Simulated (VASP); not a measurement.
# Li8Pt6Pb (R-3) in VASP: single point with PBE

Aim: the single point of Li8Pt6Pb with PBE.

Everything below comes from runs of VASP 6.6.1. Logs are shortened: lines on timing, memory, paths and dates and some standing lists are left out, and cuts for length are marked.

## Step 1: The cell of the first run

It takes space group R-3 (No. 148, trigonal). Conventional cell: a = 6.025 Å, b = 6.025 Å, c = 16.990 Å, α = 90.00°, β = 90.00°, γ = 120.00°. Within 3.2 Å of Pb (site symmetry -3) lie 6 Pt at 2.40 Å and 6 Li at 3.00 Å. Pt (site symmetry 1) has 6 Li at 2.00 to 2.71 Å and 1 Pb at 2.40 Å within 2.8 Å. Li (site symmetry 3) has 6 Pt at 2.29 to 2.71 Å and 6 Li at 2.66 to 2.97 Å within 3.0 Å. Li (site symmetry 1) has 4 Pt at 2.00 to 2.21 Å and 4 Li at 2.56 to 2.66 Å within 2.7 Å.

## Step 2: Single point, PBE

INCAR reads:

```
SYSTEM = Li8Pt6Pb
PREC     = Accurate       ! precision mode
ENCUT    = 520            ! plane-wave cutoff, eV
EDIFF    = 1E-6           ! SCF threshold, eV
ISMEAR   = 1              ! smearing method
SIGMA    = 0.1379         ! smearing width, eV
LREAL    = Auto         
LASPH    = .TRUE.         ! aspherical terms in the spheres
NELM     = 80             ! most SCF steps
ALGO     = Normal         ! electronic algorithm
ISIF     = 2              ! what is computed and relaxed
LWAVE    = .FALSE.        ! write WAVECAR
LCHARG   = .FALSE.        ! write CHGCAR
GGA      = PE             ! functional
NBANDS   = 62             ! bands
```

KPOINTS reads:

```
Automatic mesh
0
G
  5 5 5
  0 0 0
```

POSCAR reads:

```
Li8Pt6Pb
1.0
    6.0254480000      0.0000000000      0.0000000000
   -3.0127240000      5.2181920000      0.0000000000
    0.0000000000     -3.4787910000      5.6634650000
Pb Pt Li
1 6 8
Direct
    0.0000000000      0.0000000000      0.0000000000
    0.3975000000      0.1540000000      0.2505000000
    0.0965000000      0.4940000000      0.2505000000
    0.7565000000      0.8530000000      0.2505000000
    0.6025000000      0.8460000000      0.7495000000
    0.9035000000      0.5060000000      0.7495000000
    0.2435000000      0.1470000000      0.7495000000
    0.3506000000      0.7012000000      0.0518000000
    0.6494000000      0.2988000000      0.9482000000
    0.4929000000      0.5958000000      0.3597000000
    0.7639000000      0.2568000000      0.3597000000
    0.1029000000      0.8668000000      0.3597000000
    0.5071000000      0.4042000000      0.6403000000
    0.2361000000      0.7432000000      0.6403000000
    0.8971000000      0.1332000000      0.6403000000
```

Potentials or basis: VASP PAW PBE potentials, release 64 (Pb_d, Pt, Li_sv).

Launch:

```sh
$ cat potpaw_PBE.64/Pb_d/POTCAR potpaw_PBE.64/Pt/POTCAR potpaw_PBE.64/Li_sv/POTCAR > POTCAR
$ mpirun -np 1 vasp_std > vasp.out
```

OUTCAR:

```text
SYSTEM = Li8Pt6Pb
   PREC = Accurate
   ENCUT = 520
   EDIFF = 1E-6
   ISMEAR = 1
   LREAL = Auto
   LASPH = .TRUE.
   NELM = 80
   ISIF = 2
   GGA = PE

 ion  position               nearest neighbor table
   1  0.000  0.000  0.000-   4 2.40   7 2.40   5 2.40   2 2.40   6 2.40   3 2.40  12 3.00  15 3.00
                            14 3.00  11 3.00  10 3.00  13 3.00
   2  0.398  0.154  0.251-  11 2.00  10 2.16  12 2.18  13 2.21   8 2.29   1 2.40   9 2.71   4 3.35
                             3 3.35   7 3.43   6 3.43   4 3.45   3 3.45   7 3.46   6 3.46
   3  0.096  0.494  0.251-  12 2.00  11 2.16  10 2.18  14 2.21   8 2.29   1 2.40   9 2.71   2 3.35
                             4 3.35   7 3.43   5 3.43   4 3.45   2 3.45   5 3.46   7 3.46
   4  0.757  0.853  0.251-  10 2.00  12 2.16  11 2.18  15 2.21   8 2.29   1 2.40   9 2.71   2 3.35
                             3 3.35   5 3.43   6 3.43   2 3.45   3 3.45   5 3.46   6 3.46
   5  0.602  0.846  0.749-  14 2.00  13 2.16  15 2.18  10 2.21   9 2.29   1 2.40   8 2.71   7 3.35
                             6 3.35   4 3.43   3 3.43   7 3.45   6 3.45   4 3.46   3 3.46
   6  0.904  0.506  0.749-  15 2.00  14 2.16  13 2.18  11 2.21   9 2.29   1 2.40   8 2.71   5 3.35
                             7 3.35   4 3.43   2 3.43   7 3.45   5 3.45   2 3.46   4 3.46
   7  0.243  0.147  0.749-  13 2.00  15 2.16  14 2.18  12 2.21   9 2.29   1 2.40   8 2.71   5 3.35
                             6 3.35   2 3.43   3 3.43   5 3.45   6 3.45   2 3.46   3 3.46
   8  0.351  0.701  0.052-   3 2.29   4 2.29   2 2.29   5 2.71   6 2.71   7 2.71
   9  0.649  0.299  0.948-   6 2.29   7 2.29   5 2.29   2 2.71   3 2.71   4 2.71
  10  0.493  0.596  0.360-   4 2.00   2 2.16   3 2.18   5 2.21  14 2.56  15 2.56   1 3.00
  11  0.764  0.257  0.360-   2 2.00   3 2.16   4 2.18   6 2.21  15 2.56  13 2.56   1 3.00
  12  0.103  0.867  0.360-   3 2.00   4 2.16   2 2.18   7 2.21  14 2.56  13 2.56   1 3.00
  13  0.507  0.404  0.640-   7 2.00   5 2.16   6 2.18   2 2.21  11 2.56  12 2.56   1 3.00
  14  0.236  0.743  0.640-   5 2.00   6 2.16   7 2.18   3 2.21  12 2.56  10 2.56   1 3.00
  15  0.897  0.133  0.640-   6 2.00   7 2.16   5 2.18   4 2.21  11 2.56  10 2.56   1 3.00

  LATTYP: Found a trigonal (rhomboedric) cell.
 ALAT       =     6.6465647238
 COS(alpha) =     0.5890829496

  Lattice vectors:

 A1 = (   0.0000000000,  -3.4787910000,   5.6634650000)
 A2 = (   3.0127240000,   1.7394010000,   5.6634650000)
 A3 = (  -3.0127240000,   1.7394010000,   5.6634650000)

Analysis of symmetry for initial positions (statically):
=====================================================================
 Subroutine PRICEL returns:
 Original cell was already a primitive cell.

 Routine SETGRP: Setting up the symmetry group for a
 trigonal (rhombohedral) supercell.

 Subroutine GETGRP returns: Found  6 space group operations
 (whereof  6 operations were pure point group operations)
 out of a pool of 12 trial point group operations.

The static configuration has the point symmetry S_6 .

Analysis of symmetry for dynamics (positions and initial velocities):
=====================================================================
 Subroutine PRICEL returns:
 Original cell was already a primitive cell.

 Routine SETGRP: Setting up the symmetry group for a
 trigonal (rhombohedral) supercell.

 Subroutine GETGRP returns: Found  6 space group operations
 (whereof  6 operations were pure point group operations)
 out of a pool of 12 trial point group operations.

The dynamic configuration has the point symmetry S_6 .

 Subroutine INISYM returns: Found  6 space group operations
 (whereof  6 operations are pure point group operations),
 and found     1 'primitive' translations

----------------------------------------------------------------------------------------

                                     Primitive cell

  volume of cell :     178.0704

  direct lattice vectors                    reciprocal lattice vectors
     6.025448000  0.000000000  0.000000000     0.165962763  0.095818628  0.058856721
    -3.012724000  5.218192000  0.000000000     0.000000000  0.191637257  0.117713443
     0.000000000 -3.478791000  5.663465000     0.000000000  0.000000000  0.176570350

  length of vectors
     6.025448000  6.025448834  6.646564724     0.200471848  0.224902852  0.176570350

  position of ions in fractional coordinates (direct lattice)
     0.000000000  0.000000000  0.000000000
     0.397500000  0.154000000  0.250500000
     0.096500000  0.494000000  0.250500000
     0.756500000  0.853000000  0.250500000
     0.602500000  0.846000000  0.749500000
     0.903500000  0.506000000  0.749500000
     0.243500000  0.147000000  0.749500000
     0.350600000  0.701200000  0.051800000
     0.649400000  0.298800000  0.948200000
     0.492900000  0.595800000  0.359700000
     0.763900000  0.256800000  0.359700000
     0.102900000  0.866800000  0.359700000
     0.507100000  0.404200000  0.640300000
     0.236100000  0.743200000  0.640300000
     0.897100000  0.133200000  0.640300000

  ion indices of the primitive-cell ions
   primitive index   ion index
                 1           1
                 2           2
                 3           3
                 4           4
                 5           5
                 6           6
                 7           7
                 8           8
                 9           9
                10          10
                11          11
                12          12
                13          13
                14          14
                15          15

----------------------------------------------------------------------------------------

 KPOINTS: Automatic mesh

Automatic generation of k-mesh.
 Grid dimensions read from file:
 generate k-points for:    5    5    5

 Generating k-lattice:

  Cartesian coordinates                     Fractional coordinates (reciprocal lattice)
     0.033192553  0.019163726  0.011771344     0.200000000  0.000000000  0.000000000
     0.000000000  0.038327451  0.023542689     0.000000000  0.200000000  0.000000000
     0.000000000  0.000000000  0.035314070     0.000000000  0.000000000  0.200000000

  Length of vectors
     0.040094370  0.044980570  0.035314070

  Shift w.r.t. Gamma in fractional coordinates (k-lattice)
     0.000000000  0.000000000  0.000000000

 Subroutine IBZKPT returns following result:
 ===========================================

 Found     23 irreducible k-points:

 Following reciprocal coordinates:
            Coordinates               Weight
  0.000000  0.000000  0.000000      1.000000
  0.200000  0.000000 -0.000000      6.000000
  0.400000  0.000000 -0.000000      6.000000
  0.000000  0.200000 -0.000000      6.000000
  0.200000  0.200000  0.000000      6.000000
  0.200000  0.200000 -0.400000      6.000000
[... 15 lines left out ...]
  0.000000  0.000000  0.400000      2.000000
  0.200000  0.000000  0.400000      6.000000
   k-points           NKPTS =     23   k-points in BZ     NKDIM =     23   number of bands    NBANDS=     62
   number of dos      NEDOS =    301   number of ions     NIONS =     15
   total plane-waves  NPLWV = 115200
   dimension x,y,z NGX =    48 NGY =   48 NGZ =   50
   dimension x,y,z NGXF=    96 NGYF=   96 NGZF=  100
   ions per type =               1   6   8
   NGX,Y,Z   is equivalent  to a cutoff of  13.24, 13.24, 12.51 a.u.
   NGXF,Y,Z  is equivalent  to a cutoff of  26.49, 26.49, 25.01 a.u.
 SYSTEM =  Li8Pt6Pb
   PREC   = accura    normal or accurate (medium, high low for compatibility)
   ISTART =      0    job   : 0-new  1-cont  2-samecut
   ICHARG =      2    charge: 1-file 2-atom 10-const
   ISPIN  =      1    spin polarized calculation?
   LNONCOLLINEAR =      F non collinear calculations
   LSORBIT =      F    spin-orbit coupling
   LASPH  =      T    aspherical Exc in radial PAW
   ENCUT  =  520.0 eV  38.22 Ry    6.18 a.u.  11.20 11.20 12.36*2*pi/ulx,y,z
   NELM   =     80;   NELMIN=  2; NELMDL= -5     # of ELM steps
   EDIFF  = 0.1E-05   stopping-criterion for ELM
   LREAL  =      T    real-space projection
   EDIFFG = 0.1E-04   stopping-criterion for IOM
   NSW    =      0    number of steps for IOM
   IBRION =     -1    ionic relax: 0-MD 1-quasi-New 2-CG
   NFREE  =      0    steps in history (QN), initial steepest desc. (CG)
   ISIF   =      2    stress and relaxation
   ISYM   =      2    0-nonsym 1-usesym 2-fastsym
   POTIM  = 0.5000    time-step for ionic-motion
   TEBEG  =    0.0;   TEEND  =   0.0 temperature during run
   PSTRESS=    0.0 pullay stress
   NELECT =      98.0000    total number of electrons
   NUPDOWN=      -1.0000    fix difference up-down
   EMIN   =  10.00;   EMAX   =-10.00  energy-range for DOS
   EFERMI =   0.00;   METHOD = LEGACY
   ISMEAR =     1;   SIGMA  =   0.14  broadening in eV -4-tet -1-fermi 0-gaus
   EFERMI_NEDOS =   21; number of points for ismear=-14 and -15
   IALGO  =     38    algorithm
   IMIX   =      4    mixing-type and parameters
     AMIX     =   0.40;   BMIX     =  1.00
     AMIX_MAG =   1.60;   BMIX_MAG =  1.00
  volume/ion in A,a.u.               =      11.87        80.11
  Fermi-wavevector in a.u.,A,eV,Ry     =   1.341589  2.535237 24.488614  1.799862
  Thomas-Fermi vector in A             =   2.469811
   LORBIT       =      0    0 simple, 1 ext, 2 COOP (PROOUT), +10 PAW based schemes
   GGA     = PE    functional components
   LHFCALC =     F    Hartree Fock is set to
   AEXX    =    0.0000 exact exchange contribution
   IVDW    =     0    specifies the selected vdW correction
   LEPSILON=     F    determine dielectric tensor
   LRPA    =     F    only Hartree local field effects (RPA)
 non-spin polarized calculation
 Methfessel and Paxton  Order N= 1 SIGMA  =   0.14
  energy-cutoff  :      520.00
  volume of cell :      178.07
 maximum number of plane-waves:      4812
 NGX is ok and might be reduce to    48
   NGX = 23   NGY = 23   NGZ = 25

 number of electron      98.0000010 magnetization

 Free energy of the ion-electron system (eV)
  ---------------------------------------------------
  ext. energy  EPLUGINS =         0.00000000
  ---------------------------------------------------
  free energy    TOTEN  =       -42.96789797 eV

  energy without entropy =      -42.96684282  energy(sigma->0) =      -42.96754626

 E-fermi :   7.9553     XC(G=0): -11.6459

 val. band max:        7.9299958982   @ k =   0.0000   0.2000   0.2000
 cond. band min:       7.9661807924   @ k =   0.4000   0.0000  -0.0000
 fundamental gap:      0.0361848943
 Fermi energy:         7.9552966365

 k-point     1 :       0.0000    0.0000    0.0000
  band No.  band energies     occupation
      1     -36.9590      2.00000
      2     -36.9162      2.00000
      3     -36.9162      2.00000
      4     -36.9115      2.00000
      5     -36.9115      2.00000
      6     -36.8963      2.00000
[... 1461 lines left out ...]
     60      14.5825      0.00000
     61      14.5915      0.00000
 [bands above 61 left out]

------------------------ aborting loop because EDIFF is reached ----------------------------------------

  FORCE on cell =-STRESS in cart. coord.  units (eV):
  Direction    XX          YY          ZZ          XY          YZ          ZX
  --------------------------------------------------------------------------------------
  -------------------------------------------------------------------------------------
  Total       69.3532973     69.3533229     55.0237275      0.0000004      0.0000356      0.0000000
  in kB      624.0021385    624.0023688    495.0726923      0.0000039      0.0003205      0.0000000
  external PRESSURE =     581.0257332 kB  Pullay stress =       0.0000000 kB

 VOLUME and BASIS-vectors are now :
 -----------------------------------------------------------------------------
  energy-cutoff  :      520.00
  volume of cell :      178.07
      direct lattice vectors                 reciprocal lattice vectors
     6.025448000  0.000000000  0.000000000     0.165962763  0.095818628  0.058856721
    -3.012724000  5.218192000  0.000000000     0.000000000  0.191637257  0.117713443
     0.000000000 -3.478791000  5.663465000     0.000000000  0.000000000  0.176570350

 POSITION                                       TOTAL-FORCE (eV/Angst)
 -----------------------------------------------------------------------------------
      0.00000      0.00000      0.00000        -0.000000     -0.000000      0.000000
      1.93116     -0.06784      1.41870         1.484081     -0.019083     -0.062077
     -0.90683      1.70635      1.41870        -0.725514      1.294794     -0.062077
      1.98840      3.57968      1.41870        -0.758567     -1.275711     -0.062077
      1.08157      1.80724      4.24477        -1.484081      0.019083      0.062077
      3.91955      0.03305      4.24477         0.725514     -1.294794      0.062077
      1.02433     -1.84028      4.24477         0.758567      1.275711      0.062077
      0.00000      3.47879      0.29337        -0.000000     -0.000001     -1.735855
      3.01272     -1.73939      5.37010        -0.000000      0.000001      1.735855
      1.17496      1.85768      2.03715        -0.081474     -1.290938      0.384348
      3.82917      0.08871      2.03715         1.158722      0.574910      0.384348
     -1.99141      3.27181      2.03715        -1.077248      0.716028      0.384348
      1.83776     -0.11828      3.62632         0.081474      1.290938     -0.384348
     -0.81645      1.65069      3.62632        -1.158722     -0.574910     -0.384348
      5.00413     -1.53241      3.62632         1.077248     -0.716028     -0.384348
 -----------------------------------------------------------------------------------
    total drift:                                0.000000     -0.000000      0.000000

  FREE ENERGIE OF THE ION-ELECTRON SYSTEM (eV)
  ---------------------------------------------------
  free  energy   TOTEN  =       -42.9678979734 eV

  energy  without entropy=      -42.9668428207  energy(sigma->0) =      -42.96754626
```

Run time: 9 min. Hardware: 1 thread of Intel Xeon Platinum 8259CL at 2.50GHz (Skylake/Cascade Lake), shared host; peak memory 0.41 GiB.

Results:

```
Free energy            : -42.9679 eV
Largest force          : 1.736 eV/Å
Band gap on the k mesh : zero (bands 49 and 50 overlap by 0.29 eV)
```

Forces on the atoms (eV/Å):
```
Pb   0.000  0.000  0.000
Pt   1.484 -0.019 -0.062
Pt  -0.726  1.295 -0.062
Pt  -0.759 -1.276 -0.062
Pt  -1.484  0.019  0.062
Pt   0.726 -1.295  0.062
Pt   0.759  1.276  0.062
Li   0.000  0.000 -1.736
Li   0.000  0.000  1.736
Li  -0.081 -1.291  0.384
Li   1.159  0.575  0.384
Li  -1.077  0.716  0.384
Li   0.081  1.291 -0.384
Li  -1.159 -0.575 -0.384
Li   1.077 -0.716 -0.384
```

Caveat: the cutoff is under 1.25 times the usual one of these potentials, so pressure, stress and relaxed cells hold a basis-set (Pulay) error; spin-orbit coupling is left out, which moves the levels of the heavy elements; forces of over 1 eV/Å act on the atoms, so gaps and moduli don't describe the material at rest.
